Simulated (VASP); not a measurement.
# K2Cd (I4/mmm) in VASP: single point with r2SCAN

Aim: the single point of K2Cd with r2SCAN.

Everything below comes from runs of VASP 6.6.1. Logs are shortened: lines on timing, memory, paths and dates and some standing lists are left out, and cuts for length are marked.

**1. The cell of the first run**

Symmetry: I4/mmm, No. 139, tetragonal system. Conventional cell: a = 4.319 Å, b = 4.319 Å, c = 16.027 Å, α = 90.00°, β = 90.00°, γ = 90.00°. Within 4.9 Å of Cd (site symmetry 4/mmm) lie 8 K at 3.72 Å and 4 Cd at 4.32 Å. K (site symmetry 4mm) has 4 Cd at 3.72 Å and 9 K at 4.24 to 4.86 Å within 4.9 Å.

**2. Single point, r2SCAN**

POSCAR reads:

```
K2Cd
1.0
    0.0000000000      4.3189460979      0.0000001441
    4.3189460979      0.0000000000      0.0000001441
    2.1594733164      2.1594733164     -8.0136665883
Cd K
1 2
Direct
    0.0000000000      0.0000000000      0.0000000000
    0.3678247238      0.3678247238      0.2643505525
    0.6321752762      0.6321752762      0.7356494475
```

INCAR.step1 reads:

```
  PREC = Accurate
  ENCUT = 520
  ISMEAR = -1
  SIGMA = 0.1
  LREAL = F
  LASPH = T
  NELM = 80
  NBANDS = 22
  GGA = PE
  ALGO = Normal
  EDIFF = 1E-4
  LWAVE = T
  LCHARG = F
```

INCAR.step2 reads:

```
  PREC = Accurate
  ENCUT = 520
  EDIFF = 1E-7
  ISMEAR = -1
  SIGMA = 0.1
  LREAL = F
  LASPH = T
  NELM = 80
  ALGO = Normal
  ISIF = 2
  LWAVE = F
  LCHARG = F
  METAGGA = R2SCAN
  LMIXTAU = T
  NBANDS = 22
  ISTART = 1
```

KPOINTS reads:

```
regular mesh
0
Gamma
  8 8 8
```

Potentials or basis: VASP PAW PBE potentials, release 64 (Cd, K_sv).

Run with:

```console
> cat potpaw_PBE.64/Cd/POTCAR potpaw_PBE.64/K_sv/POTCAR > POTCAR
> cp INCAR.step1 INCAR
> mpirun -np 1 vasp_std > vasp.out
> cp INCAR.step2 INCAR
> mpirun -np 1 vasp_std > vasp.out
```

OUTCAR:

```text
PREC = Accurate
   ENCUT = 520
   EDIFF = 1E-7
   ISMEAR = -1
   LREAL = F
   LASPH = T
   NELM = 80
   ISIF = 2
   METAGGA = R2SCAN
   ISTART = 1

 ion  position               nearest neighbor table
   1  0.000  0.000  0.000-   3 3.72   2 3.72   3 3.72   2 3.72   2 3.72   3 3.72   3 3.72   2 3.72

   2  0.368  0.368  0.264-   1 3.72   1 3.72   1 3.72   1 3.72
   3  0.632  0.632  0.736-   1 3.72   1 3.72   1 3.72   1 3.72

  LATTYP: Found a body centered tetragonal cell.
 ALAT       =     4.3189460979
 C/A-ratio  =     3.7109362102

  Lattice vectors:

 A1 = (  -2.1594733164,   2.1594727815,   8.0136667324)
 A2 = (   2.1594727815,  -2.1594733164,   8.0136667324)
 A3 = (   2.1594733164,   2.1594733164,  -8.0136665883)

Analysis of symmetry for initial positions (statically):
=====================================================================
 Subroutine PRICEL returns:
 Original cell was already a primitive cell.

 Routine SETGRP: Setting up the symmetry group for a
 body centered tetragonal supercell.

 Subroutine GETGRP returns: Found 16 space group operations
 (whereof 16 operations were pure point group operations)
 out of a pool of 16 trial point group operations.

The static configuration has the point symmetry D_4h.

Analysis of symmetry for dynamics (positions and initial velocities):
=====================================================================
 Subroutine PRICEL returns:
 Original cell was already a primitive cell.

 Routine SETGRP: Setting up the symmetry group for a
 body centered tetragonal supercell.

 Subroutine GETGRP returns: Found 16 space group operations
 (whereof 16 operations were pure point group operations)
 out of a pool of 16 trial point group operations.

The dynamic configuration has the point symmetry D_4h.

 Subroutine INISYM returns: Found 16 space group operations
 (whereof 16 operations are pure point group operations),
 and found     1 'primitive' translations

----------------------------------------------------------------------------------------

                                     Primitive cell

  volume of cell :     149.4813

  direct lattice vectors                    reciprocal lattice vectors
     0.000000000  4.318946098  0.000000144    -0.000000002  0.231537965  0.062393418
     4.318946098  0.000000000  0.000000144     0.231537965 -0.000000002  0.062393418
     2.159473316  2.159473316 -8.013666588     0.000000004  0.000000004 -0.124786821

  length of vectors
     4.318946098  4.318946098  8.575867431     0.239797348  0.239797348  0.124786821

  position of ions in fractional coordinates (direct lattice)
     0.000000000  0.000000000  0.000000000
     0.367824724  0.367824724  0.264350552
     0.632175276  0.632175276  0.735649448

  ion indices of the primitive-cell ions
   primitive index   ion index
                 1           1
                 2           2
                 3           3

----------------------------------------------------------------------------------------

 KPOINTS: regular mesh

Automatic generation of k-mesh.
 Grid dimensions read from file:
 generate k-points for:    8    8    8

 Generating k-lattice:

  Cartesian coordinates                     Fractional coordinates (reciprocal lattice)
    -0.000000000  0.028942246  0.007799177     0.125000000  0.000000000 -0.000000000
     0.028942246 -0.000000000  0.007799177     0.000000000  0.125000000 -0.000000000
     0.000000001  0.000000001 -0.015598353     0.000000000  0.000000000  0.125000000

  Length of vectors
     0.029974668  0.029974668  0.015598353

  Shift w.r.t. Gamma in fractional coordinates (k-lattice)
     0.000000000  0.000000000  0.000000000

 Subroutine IBZKPT returns following result:
 ===========================================

 Found     59 irreducible k-points:

 Following reciprocal coordinates:
            Coordinates               Weight
  0.000000  0.000000  0.000000      1.000000
  0.125000  0.000000  0.000000      8.000000
  0.250000  0.000000  0.000000      8.000000
  0.375000 -0.000000 -0.000000      8.000000
  0.500000  0.000000  0.000000      4.000000
  0.125000  0.125000  0.000000      8.000000
[... 16 lines left out ...]
  0.250000 -0.000000  0.125000      4.000000
  0.375000  0.000000  0.125000      8.000000
 [... further k-points ...]
   k-points           NKPTS =     59   k-points in BZ     NKDIM =     59   number of bands    NBANDS=     22
   number of dos      NEDOS =    301   number of ions     NIONS =      3
   total plane-waves  NPLWV =  65536
   dimension x,y,z NGX =    32 NGY =   32 NGZ =   64
   dimension x,y,z NGXF=    64 NGYF=   64 NGZF=  128
   ions per type =               1   2
   NGX,Y,Z   is equivalent  to a cutoff of  12.32, 12.32, 12.41 a.u.
   NGXF,Y,Z  is equivalent  to a cutoff of  24.64, 24.64, 24.81 a.u.
 SYSTEM =  unknown system
   PREC   = accura    normal or accurate (medium, high low for compatibility)
   ISTART =      1    job   : 0-new  1-cont  2-samecut
   ICHARG =      0    charge: 1-file 2-atom 10-const
   ISPIN  =      1    spin polarized calculation?
   LNONCOLLINEAR =      F non collinear calculations
   LSORBIT =      F    spin-orbit coupling
   LASPH  =      T    aspherical Exc in radial PAW
   ENCUT  =  520.0 eV  38.22 Ry    6.18 a.u.   8.03  8.03 15.95*2*pi/ulx,y,z
   NELM   =     80;   NELMIN=  2; NELMDL=  0     # of ELM steps
   EDIFF  = 0.1E-06   stopping-criterion for ELM
   LREAL  =      F    real-space projection
   EDIFFG = 0.1E-05   stopping-criterion for IOM
   NSW    =      0    number of steps for IOM
   IBRION =     -1    ionic relax: 0-MD 1-quasi-New 2-CG
   NFREE  =      0    steps in history (QN), initial steepest desc. (CG)
   ISIF   =      2    stress and relaxation
   ISYM   =      2    0-nonsym 1-usesym 2-fastsym
   POTIM  = 0.5000    time-step for ionic-motion
   TEBEG  =    0.0;   TEEND  =   0.0 temperature during run
   PSTRESS=    0.0 pullay stress
   NELECT =      30.0000    total number of electrons
   NUPDOWN=      -1.0000    fix difference up-down
   EMIN   =  10.00;   EMAX   =-10.00  energy-range for DOS
   EFERMI =   0.00;   METHOD = LEGACY
   ISMEAR =    -1;   SIGMA  =   0.10  broadening in eV -4-tet -1-fermi 0-gaus
   EFERMI_NEDOS =   21; number of points for ismear=-14 and -15
   IALGO  =     38    algorithm
   IMIX   =      4    mixing-type and parameters
     AMIX     =   0.40;   BMIX     =  1.00
     AMIX_MAG =   1.60;   BMIX_MAG =  1.00
  volume/ion in A,a.u.               =      49.83       336.25
  Fermi-wavevector in a.u.,A,eV,Ry     =   0.958487  1.811278 12.499640  0.918698
  Thomas-Fermi vector in A             =   2.087599
   LORBIT       =      0    0 simple, 1 ext, 2 COOP (PROOUT), +10 PAW based schemes
   METAGGA = R2SCAN    functional components
   LHFCALC =     F    Hartree Fock is set to
   AEXX    =    0.0000 exact exchange contribution
   IVDW    =     0    specifies the selected vdW correction
   LEPSILON=     F    determine dielectric tensor
   LRPA    =     F    only Hartree local field effects (RPA)
 non-spin polarized calculation
  energy-cutoff  :      520.00
  volume of cell :      149.48
 maximum number of plane-waves:      4056
   NGX = 17   NGY = 17   NGZ = 31

 number of electron      30.0000007 magnetization

 Free energy of the ion-electron system (eV)
  ---------------------------------------------------
  ext. energy  EPLUGINS =         0.00000000
  ---------------------------------------------------
  free energy    TOTEN  =       -32.07620554 eV

  energy without entropy =      -32.00739901  energy(sigma->0) =      -32.04180227

 E-fermi :   0.3888     XC(G=0):  -7.1050

 val. band max:        0.3537105146   @ k =   0.3750   0.2500   0.1250
 cond. band min:       0.3921356187   @ k =  -0.3750   0.2500   0.0000
 fundamental gap:      0.0384251041
 Fermi energy:         0.3888068013

 k-point     1 :       0.0000    0.0000    0.0000
  band No.  band energies     occupation
      1     -32.8544      2.00000
      2     -32.8501      2.00000
      3     -15.6173      2.00000
      4     -15.5392      2.00000
      5     -15.5392      2.00000
      6     -15.5370      2.00000
[... 14 lines left out ...]
     21       4.4900      0.00000
     22       6.0313      0.00000

 k-point     2 :       0.1250    0.0000    0.0000
  band No.  band energies     occupation
      1     -32.8537      2.00000
      2     -32.8496      2.00000
      3     -15.6135      2.00000
      4     -15.5526      2.00000
      5     -15.5495      2.00000
      6     -15.5382      2.00000
[... 14 lines left out ...]
     21       4.9643      0.00000
     22       5.5007      0.00000

 k-point     3 :       0.2500    0.0000    0.0000
  band No.  band energies     occupation
      1     -32.8520      2.00000
      2     -32.8485      2.00000
      3     -15.6049      2.00000
      4     -15.5843      2.00000
      5     -15.5774      2.00000
      6     -15.5360      2.00000
[... 14 lines left out ...]
     21       4.7937      0.00000
     22       5.9202      0.00000

 k-point     4 :       0.3750   -0.0000   -0.0000
  band No.  band energies     occupation
      1     -32.8502      2.00000
      2     -32.8474      2.00000
      3     -15.6163      2.00000
      4     -15.6110      2.00000
      5     -15.5887      2.00000
      6     -15.5373      2.00000
[... 14 lines left out ...]
     21       4.5559      0.00000
     22       5.9210      0.00000

 k-point     5 :       0.5000    0.0000    0.0000
  band No.  band energies     occupation
      1     -32.8494      2.00000
      2     -32.8470      2.00000
      3     -15.6293      2.00000
      4     -15.6214      2.00000
      5     -15.5851      2.00000
      6     -15.5389      2.00000
[... 417 lines left out ...]
 k-point    22 :       0.0000    0.0000    0.1250
  band No.  band energies     occupation
      1     -32.8542      2.00000
      2     -32.8502      2.00000
      3     -15.6144      2.00000
      4     -15.5404      2.00000
      5     -15.5404      2.00000
      6     -15.5358      2.00000
[... 14 lines left out ...]
     21       4.2710      0.00000
     22       6.1906      0.00000

 k-point    23 :       0.2500   -0.0000    0.1250
  band No.  band energies     occupation
      1     -32.8521      2.00000
      2     -32.8484      2.00000
      3     -15.6069      2.00000
      4     -15.5813      2.00000
      5     -15.5806      2.00000
      6     -15.5344      2.00000
[... 14 lines left out ...]
     21       4.8759      0.00000
     22       5.8126      0.00000

 k-point    24 :       0.3750    0.0000    0.1250
  band No.  band energies     occupation
      1     -32.8504      2.00000
      2     -32.8472      2.00000
      3     -15.6170      2.00000
      4     -15.6091      2.00000
      5     -15.5926      2.00000
      6     -15.5345      2.00000
[... 14 lines left out ...]
     21       4.6436      0.00000
     22       5.9512      0.00000

 [... further k-points ...]

------------------------ aborting loop because EDIFF is reached ----------------------------------------

  FORCE on cell =-STRESS in cart. coord.  units (eV):
  Direction    XX          YY          ZZ          XY          YZ          ZX
  --------------------------------------------------------------------------------------
  -------------------------------------------------------------------------------------
  Total       -0.0072796     -0.0072796     -0.0053504      0.0000000     -0.0000000     -0.0000000
  in kB       -0.0780242     -0.0780242     -0.0573469      0.0000000     -0.0000000     -0.0000000
  external PRESSURE =      -0.0711317 kB  Pullay stress =       0.0000000 kB

 VOLUME and BASIS-vectors are now :
 -----------------------------------------------------------------------------
  energy-cutoff  :      520.00
  volume of cell :      149.48
      direct lattice vectors                 reciprocal lattice vectors
     0.000000000  4.318946098  0.000000144    -0.000000002  0.231537965  0.062393418
     4.318946098  0.000000000  0.000000144     0.231537965 -0.000000002  0.062393418
     2.159473316  2.159473316 -8.013666588     0.000000004  0.000000004 -0.124786821

 POSITION                                       TOTAL-FORCE (eV/Angst)
 -----------------------------------------------------------------------------------
      0.00000      0.00000      0.00000        -0.000000      0.000000      0.000000
      2.15947      2.15947     -2.11842        -0.000000     -0.000000      0.001274
      4.31895      4.31895     -5.89525         0.000000      0.000000     -0.001274
 -----------------------------------------------------------------------------------
    total drift:                                0.000000      0.000000      0.000000

  FREE ENERGIE OF THE ION-ELECTRON SYSTEM (eV)
  ---------------------------------------------------
  free  energy   TOTEN  =       -32.0762055409 eV

  energy  without entropy=      -32.0073990053  energy(sigma->0) =      -32.04180227
```

It took 34 min on 1 thread of Intel Xeon 8259CL, shared host; peak memory 0.4 GiB.

Results:

| Item | Value |
| --- | --- |
| Free energy | -32.0762 eV |
| Pressure | 0.0 GPa |
| Band gap on the k mesh | zero (bands 15 and 16 overlap by 1.01 eV) |

Caveat: the PAW data sets were made with another functional, which shifts forces and pressure a little.

The gap in the log of VASP goes by the Fermi energy; the results here count the filled bands.